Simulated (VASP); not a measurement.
# C (I4_1/amd) in VASP: a series of runs, part 2 of 2

VASP 6.6.1. The steps go on from the part before.

## (3) Single point, r2SCAN (strain -0.0300 x Voigt [0, 0, 1, 0, 0, 0])

POSCAR reads:

```
C
1.0
    0.0000000000      1.7801417077      1.7267374565
    1.7801417077      0.0000000000      1.7267374565
    1.7801417077      1.7801417077      0.0000000000
C
2
Direct
    0.5000000000      0.5000000000      0.5000000000
    0.7500000000      0.7500000000      0.7500000000
```

INCAR.step1 reads:

```
PREC = Accurate ; ENCUT = 520
ISMEAR = 0 ; SIGMA = 0.05
LREAL = F ; LASPH = T
NELM = 60 ; NBANDS = 11
GGA = PE ; ALGO = Normal
EDIFF = 1E-4 ; LWAVE = T
LCHARG = F
```

INCAR.step2 reads:

```
PREC = Accurate ; ENCUT = 520
EDIFF = 1E-7 ; ISMEAR = 0
SIGMA = 0.05 ; LREAL = F
LASPH = T ; NELM = 60
ALGO = Normal ; ISIF = 2
LWAVE = F ; LCHARG = T
METAGGA = R2SCAN ; LMIXTAU = T
LELF = T ; LVHAR = T
NBANDS = 11 ; ISTART = 1
```

KPOINTS reads:

```
regular mesh
0
Gamma
  12 12 12
```

Potentials or basis: VASP PAW PBE potentials, release 64 (C).

Command:

```sh
cat potpaw_PBE.64/C/POTCAR > POTCAR
cp INCAR.step1 INCAR
mpirun -np 1 vasp_std > vasp.out
cp INCAR.step2 INCAR
mpirun -np 1 vasp_std > vasp.out
```

OUTCAR:

```text
PREC = Accurate
   ENCUT = 520
   EDIFF = 1E-7
   ISMEAR = 0
   LREAL = F
   LASPH = T
   NELM = 60
   ISIF = 2
   METAGGA = R2SCAN
   ISTART = 1

 ion  position               nearest neighbor table
   1  0.500  0.500  0.500-   2 1.53   2 1.53   2 1.53   2 1.53
   2  0.750  0.750  0.750-   1 1.53   1 1.53   1 1.53   1 1.53

  LATTYP: Found a body centered tetragonal cell.
 ALAT       =     2.5175005460
 C/A-ratio  =     1.3717871555

  Lattice vectors:

 A1 = (   0.0000000000,  -1.7801417077,  -1.7267374565)
 A2 = (   0.0000000000,   1.7801417077,  -1.7267374565)
 A3 = (   1.7801417077,   0.0000000000,   1.7267374565)

Analysis of symmetry for initial positions (statically):
=====================================================================
 Subroutine PRICEL returns:
 Original cell was already a primitive cell.

 Routine SETGRP: Setting up the symmetry group for a
 body centered tetragonal supercell.

 Subroutine GETGRP returns: Found 16 space group operations
 (whereof  8 operations were pure point group operations)
 out of a pool of 16 trial point group operations.

The static configuration has the point symmetry D_2d.
 The point group associated with its full space group is D_4h.

Analysis of symmetry for dynamics (positions and initial velocities):
=====================================================================
 Subroutine PRICEL returns:
 Original cell was already a primitive cell.

 Routine SETGRP: Setting up the symmetry group for a
 body centered tetragonal supercell.

 Subroutine GETGRP returns: Found 16 space group operations
 (whereof  8 operations were pure point group operations)
 out of a pool of 16 trial point group operations.

The dynamic configuration has the point symmetry D_2d.
 The point group associated with its full space group is D_4h.

 Subroutine INISYM returns: Found 16 space group operations
 (whereof  8 operations are pure point group operations),
 and found     1 'primitive' translations

----------------------------------------------------------------------------------------

                                     Primitive cell

  volume of cell :      10.9437

  direct lattice vectors                    reciprocal lattice vectors
     0.000000000  1.780141708  1.726737456    -0.280876516  0.280876516  0.289563418
     1.780141708  0.000000000  1.726737456     0.280876516 -0.280876516  0.289563418
     1.780141708  1.780141708  0.000000000     0.280876516  0.280876516 -0.289563418

  length of vectors
     2.480025553  2.480025553  2.517500546     0.491558956  0.491558956  0.491558956

  position of ions in fractional coordinates (direct lattice)
     0.500000000  0.500000000  0.500000000
     0.750000000  0.750000000  0.750000000

  ion indices of the primitive-cell ions
   primitive index   ion index
                 1           1
                 2           2

----------------------------------------------------------------------------------------

 KPOINTS: regular mesh

Automatic generation of k-mesh.
 Grid dimensions read from file:
 generate k-points for:   12   12   12

 Generating k-lattice:

  Cartesian coordinates                     Fractional coordinates (reciprocal lattice)
    -0.023406376  0.023406376  0.024130285     0.083333333  0.000000000  0.000000000
     0.023406376 -0.023406376  0.024130285     0.000000000  0.083333333  0.000000000
     0.023406376  0.023406376 -0.024130285     0.000000000  0.000000000  0.083333333

  Length of vectors
     0.040963246  0.040963246  0.040963246

  Shift w.r.t. Gamma in fractional coordinates (k-lattice)
     0.000000000  0.000000000  0.000000000

 Subroutine IBZKPT returns following result:
 ===========================================

 Found    163 irreducible k-points:

 Following reciprocal coordinates:
            Coordinates               Weight
  0.000000  0.000000  0.000000      1.000000
  0.083333 -0.000000  0.000000      8.000000
  0.166667 -0.000000  0.000000      8.000000
  0.250000 -0.000000  0.000000      8.000000
  0.333333 -0.000000  0.000000      8.000000
  0.416667 -0.000000  0.000000      8.000000
[... 16 lines left out ...]
  0.500000  0.166667  0.000000      8.000000
 -0.416667  0.166667  0.000000      8.000000
 [... further k-points ...]
   k-points           NKPTS =    163   k-points in BZ     NKDIM =    163   number of bands    NBANDS=     11
   number of dos      NEDOS =    301   number of ions     NIONS =      2
   total plane-waves  NPLWV =   6480
   dimension x,y,z NGX =    18 NGY =   18 NGZ =   20
   dimension x,y,z NGXF=    36 NGYF=   36 NGZF=   40
   ions per type =               2
   NGX,Y,Z   is equivalent  to a cutoff of  12.07, 12.07, 13.21 a.u.
   NGXF,Y,Z  is equivalent  to a cutoff of  24.13, 24.13, 26.41 a.u.
 SYSTEM =  unknown system
   PREC   = accura    normal or accurate (medium, high low for compatibility)
   ISTART =      1    job   : 0-new  1-cont  2-samecut
   ICHARG =      0    charge: 1-file 2-atom 10-const
   ISPIN  =      1    spin polarized calculation?
   LNONCOLLINEAR =      F non collinear calculations
   LSORBIT =      F    spin-orbit coupling
   LASPH  =      T    aspherical Exc in radial PAW
   ENCUT  =  520.0 eV  38.22 Ry    6.18 a.u.   4.61  4.61  4.68*2*pi/ulx,y,z
   NELM   =     60;   NELMIN=  2; NELMDL=  0     # of ELM steps
   EDIFF  = 0.1E-06   stopping-criterion for ELM
   LREAL  =      F    real-space projection
   EDIFFG = 0.1E-05   stopping-criterion for IOM
   NSW    =      0    number of steps for IOM
   IBRION =     -1    ionic relax: 0-MD 1-quasi-New 2-CG
   NFREE  =      0    steps in history (QN), initial steepest desc. (CG)
   ISIF   =      2    stress and relaxation
   ISYM   =      2    0-nonsym 1-usesym 2-fastsym
   POTIM  = 0.5000    time-step for ionic-motion
   TEBEG  =    0.0;   TEEND  =   0.0 temperature during run
   PSTRESS=    0.0 pullay stress
   NELECT =       8.0000    total number of electrons
   NUPDOWN=      -1.0000    fix difference up-down
   EMIN   =  10.00;   EMAX   =-10.00  energy-range for DOS
   EFERMI =   0.00;   METHOD = LEGACY
   ISMEAR =     0;   SIGMA  =   0.05  broadening in eV -4-tet -1-fermi 0-gaus
   EFERMI_NEDOS =   21; number of points for ismear=-14 and -15
   IALGO  =     38    algorithm
   IMIX   =      4    mixing-type and parameters
     AMIX     =   0.40;   BMIX     =  1.00
     AMIX_MAG =   1.60;   BMIX_MAG =  1.00
  volume/ion in A,a.u.               =       5.47        36.93
  Fermi-wavevector in a.u.,A,eV,Ry     =   1.474743  2.786860 29.590861  2.174867
  Thomas-Fermi vector in A             =   2.589477
   LORBIT       =      0    0 simple, 1 ext, 2 COOP (PROOUT), +10 PAW based schemes
   METAGGA = R2SCAN    functional components
   LHFCALC =     F    Hartree Fock is set to
   AEXX    =    0.0000 exact exchange contribution
   IVDW    =     0    specifies the selected vdW correction
   LEPSILON=     F    determine dielectric tensor
   LRPA    =     F    only Hartree local field effects (RPA)
 non-spin polarized calculation
 Gauss-broadening in eV      SIGMA  =   0.05
  energy-cutoff  :      520.00
  volume of cell :       10.94
 maximum number of plane-waves:       304
   NGX =  9   NGY =  9   NGZ =  9

 number of electron       8.0000000 magnetization

 Free energy of the ion-electron system (eV)
  ---------------------------------------------------
  ext. energy  EPLUGINS =         0.00000000
  ---------------------------------------------------
  free energy    TOTEN  =       -19.61790362 eV

  energy without entropy =      -19.61790362  energy(sigma->0) =      -19.61790362

 E-fermi :  10.7465     XC(G=0): -14.4570

 val. band max:       10.5606430774   @ k =   0.0000   0.0000   0.0000
 cond. band min:      14.1669761757   @ k =   0.3333   0.3333   0.0000
 fundamental gap:      3.6063330983
 Fermi energy:        10.7464975804

 k-point     1 :       0.0000    0.0000    0.0000
  band No.  band energies     occupation
      1     -12.9555      2.00000
      2      10.0840      2.00000
      3      10.0840      2.00000
      4      10.5606      2.00000
      5      15.9109      0.00000
      6      16.3255      0.00000
      7      16.3255      0.00000
      8      24.9172      0.00000
      9      31.1503      0.00000
     10      37.2022      0.00000
     11      38.8324      0.00000
[... 309 lines left out ...]
 k-point    24 :      -0.4167    0.1667    0.0000
  band No.  band energies     occupation
      1      -6.3940      2.00000
      2      -3.2284      2.00000
      3       4.6080      2.00000
      4       5.9939      2.00000
      5      17.8565      0.00000
      6      21.1879      0.00000
      7      22.7501      0.00000
      8      26.9168      0.00000
      9      31.1222      0.00000
     10      35.9315      0.00000
     11      37.0026      0.00000

 [... further k-points ...]
[... 5 lines left out ...]
  --------------------------------------------------------------------------------------
  -------------------------------------------------------------------------------------
  Total        0.3911376      0.3911376      2.4524742      0.0000000     -0.0000000      0.0000000
  in kB       57.2630760     57.2630760    359.0455768      0.0000000     -0.0000000      0.0000000
  external PRESSURE =     157.8572429 kB  Pullay stress =       0.0000000 kB

 VOLUME and BASIS-vectors are now :
 -----------------------------------------------------------------------------
  energy-cutoff  :      520.00
  volume of cell :       10.94
      direct lattice vectors                 reciprocal lattice vectors
     0.000000000  1.780141708  1.726737456    -0.280876516  0.280876516  0.289563418
     1.780141708  0.000000000  1.726737456     0.280876516 -0.280876516  0.289563418
     1.780141708  1.780141708  0.000000000     0.280876516  0.280876516 -0.289563418

 POSITION                                       TOTAL-FORCE (eV/Angst)
 -----------------------------------------------------------------------------------
      1.78014      1.78014      1.72674         0.000000      0.000000     -0.000000
      2.67021      2.67021      2.59011        -0.000000     -0.000000      0.000000
 -----------------------------------------------------------------------------------
    total drift:                                0.000000     -0.000000      0.000000

  FREE ENERGIE OF THE ION-ELECTRON SYSTEM (eV)
  ---------------------------------------------------
  free  energy   TOTEN  =       -19.6179036214 eV

  energy  without entropy=      -19.6179036214  energy(sigma->0) =      -19.61790362
```

OUTCAR.step1:

```text
PREC = Accurate
   ENCUT = 520
   ISMEAR = 0
   LREAL = F
   LASPH = T
[... 559 lines left out ...]
 -----------------------------------------------------------------------------------
      1.78014      1.78014      1.72674        -0.000000     -0.000000     -0.000000
      2.67021      2.67021      2.59011         0.000000      0.000000      0.000000
 -----------------------------------------------------------------------------------
    total drift:                                0.000000     -0.000000      0.000000

  FREE ENERGIE OF THE ION-ELECTRON SYSTEM (eV)
  ---------------------------------------------------
  free  energy   TOTEN  =       -18.1379112762 eV

  energy  without entropy=      -18.1379112762  energy(sigma->0) =      -18.13791128
```

OSZICAR.step1:

```text
N       E                     dE             d eps       ncg     rms          rms(c)
DAV:   1     0.148323095665E+01    0.14832E+01   -0.47667E+03  3744   0.697E+02
DAV:   2    -0.184855068231E+02   -0.19969E+02   -0.19426E+02  4637   0.129E+02
DAV:   3    -0.188465930023E+02   -0.36109E+00   -0.36046E+00  4155   0.134E+01
DAV:   4    -0.188471165965E+02   -0.52359E-03   -0.52359E-03  3913   0.651E-01
DAV:   5    -0.188471171924E+02   -0.59589E-06   -0.59588E-06  4040   0.202E-02    0.582E+00
DAV:   6    -0.183149307876E+02    0.53219E+00   -0.27761E-01  3655   0.374E+00    0.348E+00
DAV:   7    -0.181359662233E+02    0.17896E+00   -0.33637E-01  3838   0.417E+00    0.816E-01
DAV:   8    -0.181378743195E+02   -0.19081E-02   -0.92665E-03  3783   0.727E-01    0.449E-02
DAV:   9    -0.181379112762E+02   -0.36957E-04   -0.61265E-05  3961   0.633E-02
   1 F= -.18137911E+02 E0= -.18137911E+02  d E =-.129649E-20
```

Wall time 73 s (1 thread of Intel Xeon Platinum 8259CL at 2.50GHz (Skylake/Cascade Lake), shared host); peak memory 0.13 GiB.

Results:

| Property | Result |
| --- | --- |
| Free energy | -19.6179 eV |
| Pressure | 15.8 GPa |
| Band gap on the k mesh | 3.61 eV, indirect (least direct gap 5.35 eV) |

Caveat: the cell differs from its parent crystal (strain -0.0300 x Voigt [0, 0, 1, 0, 0, 0]); the PAW data sets were made with another functional, which shifts forces and pressure a little. A k mesh can miss the band edges.

## (4) Single point, r2SCAN (strain -0.0150 x Voigt [0, 0, 1, 0, 0, 0])

POSCAR reads:

```
C
1.0
    0.0000000000      1.7801417077      1.7534395821
    1.7801417077      0.0000000000      1.7534395821
    1.7801417077      1.7801417077      0.0000000000
C
2
Direct
    0.5000000000      0.5000000000      0.5000000000
    0.7500000000      0.7500000000      0.7500000000
```

INCAR.step1 reads:

```
PREC     = Accurate       # precision mode
ENCUT    = 520            # plane-wave cutoff, eV
ISMEAR   = 0              # smearing method
SIGMA    = 0.05           # smearing width, eV
LREAL    = False          # projectors in reciprocal space
LASPH    = True           # aspherical terms in the spheres
NELM     = 80             # most SCF steps
NBANDS   = 11             # bands
GGA      = PE             # functional
ALGO     = Normal         # electronic algorithm
EDIFF    = 1E-4           # SCF threshold, eV
LWAVE    = True           # write WAVECAR
LCHARG   = False          # write CHGCAR
```

INCAR.step2 reads:

```
PREC     = Accurate       # precision mode
ENCUT    = 520            # plane-wave cutoff, eV
EDIFF    = 1E-6           # SCF threshold, eV
ISMEAR   = 0              # smearing method
SIGMA    = 0.05           # smearing width, eV
LREAL    = False          # projectors in reciprocal space
LASPH    = True           # aspherical terms in the spheres
NELM     = 80             # most SCF steps
ALGO     = Normal         # electronic algorithm
ISIF     = 2              # what is computed and relaxed
LWAVE    = False          # write WAVECAR
LCHARG   = True           # write CHGCAR
METAGGA  = R2SCAN         # meta-GGA
LMIXTAU  = True         
LELF     = True           # ELF
LVHAR    = True         
NBANDS   = 11             # bands
ISTART   = 1
```

KPOINTS is that of step 3.

Command:

```sh
cat potpaw_PBE.64/C/POTCAR > POTCAR
cp INCAR.step1 INCAR
mpirun -np 1 vasp_std > vasp.out
cp INCAR.step2 INCAR
mpirun -np 1 vasp_std > vasp.out
```

It took 76 s on 1 thread of Intel Xeon Platinum 8259CL at 2.50GHz (Skylake/Cascade Lake), shared host; peak memory 0.13 GiB.

It converged, with:

```yaml
Free_energy: -19.6467 eV
Pressure: 8.2 GPa
Band_gap_on_the_k_mesh: 3.98 eV, indirect (least direct gap 5.60 eV)
```

Stress tensor (GPa, compression positive):
```
 3.20  0.00  0.00
 0.00  3.20  0.00
 0.00  0.00 18.18
```

Levels at points of the mesh, in eV from the valence-band top:
| k point | band 1 | band 2 | band 3 | band 4 | band 5 | band 6 | band 7 | band 8 |
| --- | --- | --- | --- | --- | --- | --- | --- | --- |
| (0.00, 0.00, 0.00) | -23.14 | -0.24 | -0.24 | 0.00 | 5.60 | 5.80 | 5.80 | 14.15 |
| (0.50, 0.00, 0.00) | -17.07 | -14.44 | -3.33 | -3.05 | 8.71 | 8.74 | 9.42 | 16.74 |
| (0.50, 0.50, 0.00) | -13.73 | -13.73 | -7.10 | -7.10 | 4.64 | 4.64 | 18.10 | 18.10 |
| (0.50, 0.00, 0.50) | -13.98 | -13.98 | -6.87 | -6.87 | 5.01 | 5.01 | 18.00 | 18.00 |

Caveat: the cell differs from its parent crystal (strain -0.0150 x Voigt [0, 0, 1, 0, 0, 0]); the PAW data sets were made with another functional, which shifts forces and pressure a little.

## (5) Single point, r2SCAN (strain +0.0150 x Voigt [0, 0, 1, 0, 0, 0])

POSCAR reads:

```
C
1.0
    0.0000000000      1.7801417077      1.8068438333
    1.7801417077      0.0000000000      1.8068438333
    1.7801417077      1.7801417077      0.0000000000
C
2
Direct
    0.5000000000      0.5000000000      0.5000000000
    0.7500000000      0.7500000000      0.7500000000
```

INCAR.step1 reads:

```
ALGO = Normal
EDIFF = 1E-4
ENCUT = 520
GGA = PE
ISMEAR = 0
LASPH = True
LCHARG = False
LREAL = False
LWAVE = True
NBANDS = 11
NELM = 100
PREC = Accurate
SIGMA = 0.05
```

INCAR.step2 reads:

```
ALGO = Normal
EDIFF = 1E-7
ENCUT = 520
ISIF = 2
ISMEAR = 0
ISTART = 1
LASPH = True
LCHARG = False
LMIXTAU = True
LREAL = False
LWAVE = False
METAGGA = R2SCAN
NBANDS = 11
NELM = 100
PREC = Accurate
SIGMA = 0.05
```

KPOINTS reads:

```
k-points
0
Gamma
  12 12 12
```

Command:

```sh
cat potpaw_PBE.64/C/POTCAR > POTCAR
cp INCAR.step1 INCAR
mpirun -np 1 vasp_std > vasp.out
cp INCAR.step2 INCAR
mpirun -np 1 vasp_std > vasp.out
```

It took 2 min on 1 thread of Intel Xeon Platinum 8259CL at 2.50GHz (Skylake/Cascade Lake), shared host; peak memory 0.13 GiB.

It converged, with:

* Free energy: -19.6500 eV
* Pressure: -5.5 GPa
* Band gap on the k mesh: 4.12 eV, indirect (least direct gap 5.67 eV)

Stress tensor (GPa, compression positive):
```
 -0.56   0.00   0.00
  0.00  -0.56   0.00
  0.00   0.00 -15.28
```

Levels at points of the mesh, in eV from the valence-band top:
```csv
k point,band 2,band 3,band 4,band 5,band 6,band 7
"(0.00, 0.00, 0.00)",-0.24,0.00,0.00,5.67,5.67,5.86
"(0.50, 0.00, 0.00)",-14.02,-3.17,-2.89,8.50,8.82,9.11
"(0.50, 0.50, 0.00)",-13.75,-6.53,-6.53,5.14,5.14,17.59
"(0.50, 0.00, 0.50)",-13.52,-6.75,-6.75,4.78,4.78,17.66
```

Caveat: the cell differs from its parent crystal (strain +0.0150 x Voigt [0, 0, 1, 0, 0, 0]); the PAW data sets were made with another functional, which shifts forces and pressure a little. A k mesh can miss the band edges.

## (6) Single point, r2SCAN (strain +0.0300 x Voigt [0, 0, 1, 0, 0, 0])

POSCAR reads:

```
C
1.0
    0.0000000000      1.7801417077      1.8335459589
    1.7801417077      0.0000000000      1.8335459589
    1.7801417077      1.7801417077      0.0000000000
C
2
Direct
    0.5000000000      0.5000000000      0.5000000000
    0.7500000000      0.7500000000      0.7500000000
```

INCAR.step1 reads:

```
PREC = Accurate
ENCUT = 520
ISMEAR = 0
SIGMA = 0.05
LREAL = F
LASPH = T
NELM = 100
NBANDS = 11
GGA = PE
ALGO = Normal
EDIFF = 1E-4
LWAVE = T
LCHARG = F
```

INCAR.step2 reads:

```
PREC = Accurate
ENCUT = 520
EDIFF = 1E-6
ISMEAR = 0
SIGMA = 0.05
LREAL = F
LASPH = T
NELM = 100
ALGO = Normal
ISIF = 2
LWAVE = F
LCHARG = F
METAGGA = R2SCAN
LMIXTAU = T
NBANDS = 11
ISTART = 1
```

KPOINTS reads:

```
Automatic mesh
0
Gamma
  12 12 12
```

Potentials or basis: VASP PAW PBE potentials, release 64 (C).

Command:

```sh
cat potpaw_PBE.64/C/POTCAR > POTCAR
cp INCAR.step1 INCAR
mpirun -np 1 vasp_std > vasp.out
cp INCAR.step2 INCAR
mpirun -np 1 vasp_std > vasp.out
```

Wall time 88 s (1 thread of Intel Xeon Platinum 8259CL at 2.50GHz (Skylake/Cascade Lake), shared host); peak memory 0.13 GiB.

Results (log left out):

```
Free energy            : -19.6258 eV
Pressure               : -11.6 GPa
Band gap on the k mesh : 3.90 eV, indirect (least direct gap 5.49 eV)
```

Stress tensor (GPa, compression positive):
```
 -1.85   0.00   0.00
  0.00  -1.85   0.00
  0.00   0.00 -31.02
```

Levels at points of the mesh, in eV from the valence-band top:
```tsv
k point	band 1	band 2	band 3	band 4	band 5	band 6	band 7	band 8
(0.00, 0.00, 0.00)	-22.52	-0.47	0.00	0.00	5.49	5.49	5.88	13.07
(0.50, 0.00, 0.00)	-16.71	-13.93	-3.35	-2.79	7.99	8.73	9.13	16.31
(0.50, 0.50, 0.00)	-13.87	-13.87	-6.36	-6.36	5.26	5.26	17.22	17.22
(0.50, 0.00, 0.50)	-13.41	-13.41	-6.81	-6.81	4.56	4.56	17.34	17.34
```

Caveat: the cell differs from its parent crystal (strain +0.0300 x Voigt [0, 0, 1, 0, 0, 0]); the PAW data sets were made with another functional, which shifts forces and pressure a little. A k mesh can miss the band edges.

## (7) The runs side by side

```tsv
cell	gap on the mesh (eV)	pressure (GPa)
a = 2.462, b = 2.462, c = 2.518 Å, angles 59.2, 59.2, 61.5°, 2 atoms	3.22	23.9
a = 2.480, b = 2.480, c = 2.518 Å, angles 59.5, 59.5, 61.0°, 2 atoms	3.61	15.8
a = 2.499, b = 2.499, c = 2.518 Å, angles 59.8, 59.8, 60.5°, 2 atoms	3.98	8.2
a = 2.536, b = 2.536, c = 2.518 Å, angles 60.2, 60.2, 59.5°, 2 atoms	4.12	-5.5
a = 2.556, b = 2.556, c = 2.518 Å, angles 60.5, 60.5, 59.0°, 2 atoms	3.90	-11.6
```

Alike in all rows: task single point; level r2SCAN; potentials or basis VASP PAW PBE potentials, release 64 (C); no spin polarisation; k mesh 12 × 12 × 12; cutoff (eV) 520; smearing gaussian 0.05 eV.

Caveats: the PAW data sets were made with another functional, which shifts forces and pressure a little.

Absolute energies hang on the potentials; compare differences alone.
